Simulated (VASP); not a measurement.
# BN (P6_3/mmc) in VASP: notebook

The runs below take BN through relaxation of cell and atoms, single point, with RPBE+D4, RPBE, revPBE+D4.

All numbers are computed with VASP 6.6.1; they aren't measurements. Logs are shortened: lines on timing, memory, paths and dates and some standing lists are left out, and cuts for length are marked.

## 1. The cell of the first run

It takes space group P6_3/mmc (No. 194, hexagonal). The conventional cell has a = 2.498 Å, b = 2.498 Å, c = 6.636 Å, α = 90.00°, β = 90.00°, γ = 120.00°. N (site symmetry -6m2) has 3 B at 1.44 Å within 1.9 Å. Within 1.9 Å of B (site symmetry -6m2) lie 3 N at 1.44 Å.

## 2. Relaxation of cell and atoms, RPBE+D4

Input file INCAR:

```
SYSTEM = BN
ALGO     = Normal         ! electronic algorithm
EDIFF    = 1E-6           ! SCF threshold, eV
EDIFFG   = -0.01          ! ionic threshold
ENCUT    = 600            ! plane-wave cutoff, eV
GGA      = RP             ! functional
IBRION   = 2              ! ionic algorithm
ISIF     = 3              ! what is computed and relaxed
ISMEAR   = -1             ! smearing method
IVDW     = 13             ! dispersion correction
LASPH    = .True.         ! aspherical terms in the spheres
LCHARG   = .False.        ! write CHGCAR
LREAL    = .False.        ! projectors in reciprocal space
LWAVE    = .False.        ! write WAVECAR
NELM     = 60             ! most SCF steps
NSW      = 60             ! ionic steps
PREC     = Accurate       ! precision mode
SIGMA    = 0.05           ! smearing width, eV
```

Input file KPOINTS:

```
k-points
0
Gamma
  12 12 4
  0 0 0
```

Input file POSCAR:

```
BN
1.0
    2.4982400000      0.0000000000      0.0000000000
   -1.2491200000      2.1635393048      0.0000000000
    0.0000000000      0.0000000000      6.6357000000
N B
2 2
Direct
    0.6666666667      0.3333333333      0.2500000000
    0.3333333333      0.6666666667      0.7500000000
    0.6666666667      0.3333333333      0.7500000000
    0.3333333333      0.6666666667      0.2500000000
```

Potentials or basis: VASP PAW PBE potentials, release 64 (N, B).

Started as:

```sh
$ cat potpaw_PBE.64/N/POTCAR potpaw_PBE.64/B/POTCAR > POTCAR
$ mpirun -np 1 vasp_std > vasp.out
```

OUTCAR:

```text
SYSTEM = BN
   EDIFF = 1E-6
   EDIFFG = -0.01
   ENCUT = 600
   GGA = RP
   IBRION = 2
   ISIF = 3
   ISMEAR = -1
   IVDW = 13
   LASPH = .True.
   LREAL = .False.
   NELM = 60
   NSW = 60
   PREC = Accurate

 ion  position               nearest neighbor table
   1  0.667  0.333  0.250-   4 1.44   4 1.44   4 1.44
   2  0.333  0.667  0.750-   3 1.44   3 1.44   3 1.44
   3  0.667  0.333  0.750-   2 1.44   2 1.44   2 1.44
   4  0.333  0.667  0.250-   1 1.44   1 1.44   1 1.44

  LATTYP: Found a hexagonal cell.
 ALAT       =     2.4982400000
 C/A-ratio  =     2.6561499296

  Lattice vectors:

 A1 = (   2.4982400000,   0.0000000000,   0.0000000000)
 A2 = (  -1.2491200000,   2.1635393048,   0.0000000000)
 A3 = (   0.0000000000,   0.0000000000,   6.6357000000)

Analysis of symmetry for initial positions (statically):
=====================================================================
 Subroutine PRICEL returns:
 Original cell was already a primitive cell.

 Routine SETGRP: Setting up the symmetry group for a
 hexagonal supercell.

 Subroutine GETGRP returns: Found 24 space group operations
 (whereof 12 operations were pure point group operations)
 out of a pool of 24 trial point group operations.

The static configuration has the point symmetry D_3d.
 The point group associated with its full space group is D_6h.

Analysis of symmetry for dynamics (positions and initial velocities):
=====================================================================
 Subroutine PRICEL returns:
 Original cell was already a primitive cell.

 Routine SETGRP: Setting up the symmetry group for a
 hexagonal supercell.

 Subroutine GETGRP returns: Found 24 space group operations
 (whereof 12 operations were pure point group operations)
 out of a pool of 24 trial point group operations.

The dynamic configuration has the point symmetry D_3d.
 The point group associated with its full space group is D_6h.

 Subroutine INISYM returns: Found 24 space group operations
 (whereof 12 operations are pure point group operations),
 and found     1 'primitive' translations

----------------------------------------------------------------------------------------

                                     Primitive cell

  volume of cell :      35.8662

  direct lattice vectors                    reciprocal lattice vectors
     2.498240000  0.000000000  0.000000000     0.400281798  0.231102804  0.000000000
    -1.249120000  2.163539305  0.000000000     0.000000000  0.462205608  0.000000000
     0.000000000  0.000000000  6.635700000     0.000000000  0.000000000  0.150700002

  length of vectors
     2.498240000  2.498240000  6.635700000     0.462205608  0.462205608  0.150700002

  position of ions in fractional coordinates (direct lattice)
     0.666666667  0.333333333  0.250000000
     0.333333333  0.666666667  0.750000000
     0.666666667  0.333333333  0.750000000
     0.333333333  0.666666667  0.250000000

  ion indices of the primitive-cell ions
   primitive index   ion index
                 1           1
                 2           2
                 3           3
                 4           4

----------------------------------------------------------------------------------------

 KPOINTS: k-points

Automatic generation of k-mesh.
 Grid dimensions read from file:
 generate k-points for:   12   12    4

 Generating k-lattice:

  Cartesian coordinates                     Fractional coordinates (reciprocal lattice)
     0.033356817  0.019258567  0.000000000     0.083333333 -0.000000000  0.000000000
     0.000000000  0.038517134  0.000000000     0.000000000  0.083333333  0.000000000
     0.000000000  0.000000000  0.037675000     0.000000000  0.000000000  0.250000000

  Length of vectors
     0.038517134  0.038517134  0.037675000

  Shift w.r.t. Gamma in fractional coordinates (k-lattice)
     0.000000000  0.000000000  0.000000000

 Subroutine IBZKPT returns following result:
 ===========================================

 Found     57 irreducible k-points:

 Following reciprocal coordinates:
            Coordinates               Weight
  0.000000  0.000000  0.000000      1.000000
  0.083333 -0.000000  0.000000      6.000000
  0.166667  0.000000  0.000000      6.000000
  0.250000  0.000000  0.000000      6.000000
  0.333333  0.000000  0.000000      6.000000
  0.416667  0.000000  0.000000      6.000000
[... 16 lines left out ...]
  0.250000  0.000000  0.250000     12.000000
  0.333333  0.000000  0.250000     12.000000
 [... further k-points ...]
   k-points           NKPTS =     57   k-points in BZ     NKDIM =     57   number of bands    NBANDS=     12
   number of dos      NEDOS =    301   number of ions     NIONS =      4
   total plane-waves  NPLWV =  21600
   dimension x,y,z NGX =    20 NGY =   20 NGZ =   54
   dimension x,y,z NGXF=    40 NGYF=   40 NGZF=  108
   ions per type =               2   2
   NGX,Y,Z   is equivalent  to a cutoff of  13.31, 13.31, 13.53 a.u.
   NGXF,Y,Z  is equivalent  to a cutoff of  26.62, 26.62, 27.06 a.u.
 SYSTEM =  BN
   PREC   = accura    normal or accurate (medium, high low for compatibility)
   ISTART =      0    job   : 0-new  1-cont  2-samecut
   ICHARG =      2    charge: 1-file 2-atom 10-const
   ISPIN  =      1    spin polarized calculation?
   LNONCOLLINEAR =      F non collinear calculations
   LSORBIT =      F    spin-orbit coupling
   LASPH  =      T    aspherical Exc in radial PAW
   ENCUT  =  600.0 eV  44.10 Ry    6.64 a.u.   4.99  4.99 13.25*2*pi/ulx,y,z
   NELM   =     60;   NELMIN=  2; NELMDL= -5     # of ELM steps
   EDIFF  = 0.1E-05   stopping-criterion for ELM
   LREAL  =      F    real-space projection
   EDIFFG = -.1E-01   stopping-criterion for IOM
   NSW    =     60    number of steps for IOM
   IBRION =      2    ionic relax: 0-MD 1-quasi-New 2-CG
   NFREE  =      1    steps in history (QN), initial steepest desc. (CG)
   ISIF   =      3    stress and relaxation
   ISYM   =      2    0-nonsym 1-usesym 2-fastsym
   POTIM  = 0.5000    time-step for ionic-motion
   TEBEG  =    0.0;   TEEND  =   0.0 temperature during run
   PSTRESS=    0.0 pullay stress
   NELECT =      16.0000    total number of electrons
   NUPDOWN=      -1.0000    fix difference up-down
   EMIN   =  10.00;   EMAX   =-10.00  energy-range for DOS
   EFERMI =   0.00;   METHOD = LEGACY
   ISMEAR =    -1;   SIGMA  =   0.05  broadening in eV -4-tet -1-fermi 0-gaus
   EFERMI_NEDOS =   21; number of points for ismear=-14 and -15
   IALGO  =     38    algorithm
   IMIX   =      4    mixing-type and parameters
     AMIX     =   0.40;   BMIX     =  1.00
     AMIX_MAG =   1.60;   BMIX_MAG =  1.00
  volume/ion in A,a.u.               =       8.97        60.51
  Fermi-wavevector in a.u.,A,eV,Ry     =   1.250891  2.363842 21.289433  1.564729
  Thomas-Fermi vector in A             =   2.384864
   LORBIT       =      0    0 simple, 1 ext, 2 COOP (PROOUT), +10 PAW based schemes
   GGA     = RP    functional components
   LHFCALC =     F    Hartree Fock is set to
   AEXX    =    0.0000 exact exchange contribution
   IVDW    =    13    specifies the selected vdW correction
   LEPSILON=     F    determine dielectric tensor
   LRPA    =     F    only Hartree local field effects (RPA)
 conjugate gradient relaxation of ions
 non-spin polarized calculation
  energy-cutoff  :      600.00
  volume of cell :       35.87
 maximum number of plane-waves:      1224
 NGX is ok and might be reduce to    20
   NGX =  9   NGY =  9   NGZ = 27

--------------------------------------- Ionic step        1  -------------------------------------------

 number of electron      15.9999998 magnetization

 Free energy of the ion-electron system (eV)
  ---------------------------------------------------
  ext. energy  EPLUGINS =         0.00000000
  ---------------------------------------------------
  free energy    TOTEN  =       -33.67552073 eV

  energy without entropy =      -33.67552073  energy(sigma->0) =      -33.67552073

------------------------ aborting loop because EDIFF is reached ----------------------------------------

  DFT-D4 for vdW energy calculation

  Edisp (eV):   -1.48690

  FORCE on cell =-STRESS in cart. coord.  units (eV):
  Direction    XX          YY          ZZ          XY          YZ          ZX
  --------------------------------------------------------------------------------------
  -------------------------------------------------------------------------------------
  Total       1.20029     1.20029    -0.49118    -0.00000    -0.00000    -0.00000
  in kB      53.61814    53.61814   -21.94136    -0.00000    -0.00000    -0.00000
  external pressure =       28.43 kB  Pullay stress =        0.00 kB
[... 103 lines left out ...]
  FREE ENERGIE OF THE ION-ELECTRON SYSTEM (eV)
  ---------------------------------------------------
  free  energy   TOTEN  =       -35.1692354153 eV

  energy  without entropy=      -35.1692354153  energy(sigma->0) =      -35.16923542

 E-fermi :   3.6511     XC(G=0):  -9.9851

 val. band max:        2.5849529329   @ k =   0.3333   0.2500   0.0000
 cond. band min:       6.8981371356   @ k =   0.5000   0.0000   0.0000
 fundamental gap:      4.3131842027
 Fermi energy:         3.6511422696

 k-point     1 :       0.0000    0.0000    0.0000
  band No.  band energies     occupation
      1     -15.2803      2.00000
      2     -14.9357      2.00000
      3      -3.6578      2.00000
      4      -1.3218      2.00000
      5       1.2403      2.00000
      6       1.2403      2.00000
      7       1.2882      2.00000
      8       1.2882      2.00000
      9       8.2329      0.00000
     10      13.3328      0.00000
     11      14.0719      0.00000
     12      14.0719      0.00000
[... 331 lines left out ...]
 k-point    24 :       0.3333    0.0000    0.2500
  band No.  band energies     occupation
      1     -13.2670      2.00000
      2     -13.0909      2.00000
      3      -4.3233      2.00000
      4      -4.2505      2.00000
      5      -0.9934      2.00000
      6      -0.9385      2.00000
      7      -0.6286      2.00000
      8       0.7103      2.00000
      9       9.4432      0.00000
     10      10.1148      0.00000
     11      11.7352      0.00000
     12      12.7215      0.00000

 [... further k-points ...]

[... ionic steps 4 to 8 ...]

--------------------------------------- Ionic step        9  -------------------------------------------

 number of electron      15.9999999 magnetization

------------------------ aborting loop because EDIFF is reached ----------------------------------------

  DFT-D4 for vdW energy calculation

  Edisp (eV):   -1.61855
[... 73 lines left out ...]
  energy  without entropy=      -35.1893723413  energy(sigma->0) =      -35.18937234

--------------------------------------- Ionic step       11  -------------------------------------------

 number of electron      15.9999999 magnetization

 Free energy of the ion-electron system (eV)
  ---------------------------------------------------
  ext. energy  EPLUGINS =         0.00000000
  ---------------------------------------------------
  free energy    TOTEN  =       -33.57203870 eV

  energy without entropy =      -33.57203870  energy(sigma->0) =      -33.57203870

 E-fermi :   4.1577     XC(G=0): -10.3940

 val. band max:        3.1356952205   @ k =   0.3333   0.2500   0.0000
 cond. band min:       7.3356330137   @ k =   0.5000   0.0000   0.0000
 fundamental gap:      4.1999377932
 Fermi energy:         4.1577142175

 k-point     1 :       0.0000    0.0000    0.0000
  band No.  band energies     occupation
      1     -14.8870      2.00000
      2     -14.3645      2.00000
      3      -3.4722      2.00000
      4      -0.4222      2.00000
      5       1.7257      2.00000
      6       1.7257      2.00000
      7       1.8086      2.00000
      8       1.8086      2.00000
      9       9.1341      0.00000
     10      14.4335      0.00000
     11      14.5377      0.00000
     12      14.5377      0.00000
[... 331 lines left out ...]
 k-point    24 :       0.3333    0.0000    0.2500
  band No.  band energies     occupation
      1     -12.8304      2.00000
      2     -12.5600      2.00000
      3      -3.8611      2.00000
      4      -3.7381      2.00000
      5      -0.5154      2.00000
      6      -0.4237      2.00000
      7      -0.3374      2.00000
      8       1.4224      2.00000
      9       9.8426      0.00000
     10      10.8141      0.00000
     11      12.4988      0.00000
     12      13.2072      0.00000

 [... further k-points ...]

------------------------ aborting loop because EDIFF is reached ----------------------------------------

  DFT-D4 for vdW energy calculation

  Edisp (eV):   -1.61953

  FORCE on cell =-STRESS in cart. coord.  units (eV):
  Direction    XX          YY          ZZ          XY          YZ          ZX
  --------------------------------------------------------------------------------------
  -------------------------------------------------------------------------------------
  Total      -0.00070    -0.00070    -0.00057     0.00000    -0.00000     0.00000
  in kB      -0.03362    -0.03362    -0.02733     0.00000    -0.00000     0.00000
  external pressure =       -0.03 kB  Pullay stress =        0.00 kB
[... 19 lines left out ...]
  FREE ENERGIE OF THE ION-ELECTRON SYSTEM (eV)
  ---------------------------------------------------
  free  energy   TOTEN  =       -35.1915708598 eV

  energy  without entropy=      -35.1915708597  energy(sigma->0) =      -35.19157086

 reached required accuracy - stopping structural energy minimisation
```

Run time: 6.6 min. Hardware: 1 thread of AMD EPYC 7R13, shared host; peak memory 0.14 GiB.

What came out:

* Free energy: -35.1916 eV
* Relaxed volume: 8.34 Å³/atom
* Relaxed cell: a = 2.510 Å, b = 2.510 Å, c = 6.116 Å, α = 90.00°, β = 90.00°, γ = 120.00°
* Space group after relaxing (to 0.05 Å): P6_3/mmc (No. 194)
* Energy gained by relaxing: 7.3 meV/atom
* Ionic steps: 11
* Pressure after relaxing: 0.0 GPa
* Band gap on the k mesh: 4.20 eV, indirect (least direct gap 4.50 eV)
* Dispersion energy per atom: -0.405 eV

The path:
```tsv
step	energy change (eV)	largest force (eV/Å)	pressure (GPa)	volume (Å³)
1	0.0000	0.0000	2.84	35.87
2	0.0131	0.0000	-7.25	36.69
3	-0.0068	0.0000	-1.01	36.17
4	-0.0094	0.0000	-0.99	35.97
5	-0.0165	0.0000	-0.91	35.37
6	-0.0267	0.0000	-0.62	34.18
7	-0.0163	0.0000	0.76	31.80
8	-0.0290	0.0000	-0.36	33.57
9	-0.0291	0.0000	-0.28	33.38
10	-0.0269	0.0000	2.37	33.16
11	-0.0291	0.0000	0.00	33.36
```

Final structure:
```cif
data_structure
_symmetry_space_group_name_H-M 'P 1'
_symmetry_Int_Tables_number 1
_cell_length_a 2.5096
_cell_length_b 2.5096
_cell_length_c 6.1159
_cell_angle_alpha 90.000
_cell_angle_beta 90.000
_cell_angle_gamma 120.000
_cell_volume 33.36
loop_
_atom_site_label
_atom_site_type_symbol
_atom_site_fract_x
_atom_site_fract_y
_atom_site_fract_z
_atom_site_occupancy
N1 N 0.66667 0.33333 0.25000 1
N2 N 0.33333 0.66667 0.75000 1
B1 B 0.66667 0.33333 0.75000 1
B2 B 0.33333 0.66667 0.25000 1
```

Levels at points of the mesh, in eV from the valence-band top:
| k point | band 4 | band 5 | band 6 | band 7 | band 8 | band 9 | band 10 | band 11 | band 12 |
| --- | --- | --- | --- | --- | --- | --- | --- | --- | --- |
| (0.00, 0.00, 0.00) | -3.56 | -1.41 | -1.41 | -1.33 | -1.33 | 6.00 | 11.30 | 11.40 | 11.40 |
| (0.50, 0.00, 0.00) | -8.87 | -4.22 | -4.09 | -1.80 | -0.30 | 4.20 | 6.05 | 9.55 | 9.72 |
| (0.00, 0.00, 0.50) | -5.28 | -1.37 | -1.37 | -1.37 | -1.37 | 8.75 | 8.75 | 11.52 | 11.52 |
| (0.50, 0.00, 0.50) | -8.95 | -4.16 | -4.16 | -0.99 | -0.99 | 4.72 | 4.72 | 9.85 | 9.85 |

Caveat: the PAW data sets were made with another functional, which shifts forces and pressure a little. RPBE gaps usually lie below the measured ones, often by a third to a half.

## 3. Relaxation of cell and atoms, RPBE

Input file INCAR:

```
SYSTEM = BN
  PREC = Accurate
  ENCUT = 600
  EDIFF = 1E-6
  ISMEAR = -1
  SIGMA = 0.05
  LREAL = .False.
  LASPH = .True.
  NELM = 80
  ALGO = Normal
  ISIF = 3
  LWAVE = .False.
  LCHARG = .False.
  GGA = RP
  IBRION = 2
  NSW = 60
  EDIFFG = -0.01
```

Input file KPOINTS:

```
regular mesh
0
Gamma
  12 12 4
  0 0 0
```

POSCAR is that of step 2.

Potentials or basis: VASP PAW PBE potentials, release 64 (N, B).

Started as:

```sh
$ cat potpaw_PBE.64/N/POTCAR potpaw_PBE.64/B/POTCAR > POTCAR
$ mpirun -np 1 vasp_std > vasp.out
```

Wall time 5.5 min (1 thread of AMD EPYC 7R13, shared host); peak memory 0.14 GiB.

The run converged. Its results:

```yaml
Free_energy: -33.8030 eV
Relaxed_volume: 11.01 Å³/atom
Relaxed_cell: a = 2.524 Å, b = 2.524 Å, c = 7.979 Å, α = 90.00°, β = 90.00°, γ = 120.00°
Space_group_after_relaxing_to_0.05_Å: P6_3/mmc (No. 194)
Energy_gained_by_relaxing: 31.9 meV/atom
Ionic_steps: 9
Pressure_after_relaxing: -0.1 GPa
Band_gap_on_the_k_mesh: 4.59 eV, indirect (least direct gap 4.68 eV)
```

Stress tensor (GPa, compression positive):
```
-0.14  0.00  0.00
 0.00 -0.14  0.00
 0.00  0.00  0.01
```

Step by step:
```csv
step,energy change (eV),largest force (eV/Å),pressure (GPa),volume (Å³)
1,0.0000,0.0000,8.97,35.87
2,0.0453,0.0000,-10.58,38.53
3,-0.0298,0.0000,0.73,36.87
4,-0.0425,0.0000,0.65,37.33
5,-0.0740,0.0000,0.45,38.70
6,-0.1142,0.0000,0.21,41.44
7,-0.1070,0.0000,-0.77,46.90
8,-0.1267,0.0000,-0.02,43.42
9,-0.1275,0.0000,-0.09,44.03
```

Final structure:
```yaml
crystal:
  lattice:
    - [2.52432, 0.00000, 0.00000]
    - [-1.26216, 2.18612, 0.00000]
    - [0.00000, 0.00000, 7.97876]
  atoms:
    - { symbol: N, position: [0.66667, 0.33333, 0.25000] }
    - { symbol: N, position: [0.33333, 0.66667, 0.75000] }
    - { symbol: B, position: [0.66667, 0.33333, 0.75000] }
    - { symbol: B, position: [0.33333, 0.66667, 0.25000] }
```

Levels at points of the mesh, in eV from the valence-band top:
```tsv
k point	band 6	band 7	band 8	band 9	band 10	band 11
(0.00, 0.00, 0.00)	-1.34	-1.34	-1.34	4.80	8.51	10.48
(0.50, 0.00, 0.00)	-4.07	-1.04	-0.72	4.59	5.12	9.33
(0.00, 0.00, 0.50)	-1.34	-1.34	-1.34	6.24	6.24	11.44
(0.50, 0.00, 0.50)	-4.08	-0.88	-0.88	4.82	4.82	9.59
```

Caveat: the volume moved by over 15 % at a fixed basis, so the end points are rough; the PAW data sets were made with another functional, which shifts forces and pressure a little; this functional lacks dispersion, which binds the layers, so the pressure and a relaxed spacing across them are unreliable; the volume moved by +23 % from the deposited cell, more than functionals usually miss. RPBE and its kin give volumes clearly too large for solids.

[end of part 1 of 2]
